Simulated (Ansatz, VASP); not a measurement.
# Pd: VASP beside Ansatz

```
Pd
1.0
     0.00000    1.98729    1.98729
     1.98729    0.00000    1.98729
     1.98729    1.98729    0.00000
Pd
1
Cartesian
  0.0000 0.0000 0.0000
```

Alike in both runs: functional revPBE; k mesh 14 × 14 × 14; occupations fermi-dirac, width 0.05 eV; collinear spin.

Ansatz relaxed the structure, and its values are those at the end. VASP's run is a single point on that final structure, the one shown.

|  | VASP | Ansatz |
| --- | --- | --- |
| version | VASP 6.6.1 | Ansatz 0.2.0 |
| potentials or method | VASP PAW PBE potentials, release 64 (Pd), cutoff 520 eV | plane waves (420 eV) with PAW, scalar-relativistic |
| valence electrons in the cell | 10 | 18 |

```tsv
	VASP	Ansatz	Ansatz less VASP
pressure (GPa)	-0.3	0.0	+0.23
net moment per atom (μB)	0.42	0.42	+0.001
size of the moment on the site where the two differ most (μB)	0.42	0.43	+0.007
```

VASP's potentials were made for PBE, not for revPBE. Site moments also hang on the region over which each program counts them. The functional is the same, so the differences come from potentials, cutoffs and numerics. VASP's potentials hold 10 valence electrons a cell and Ansatz's 18, so a difference there can come from the potentials and not from the codes.
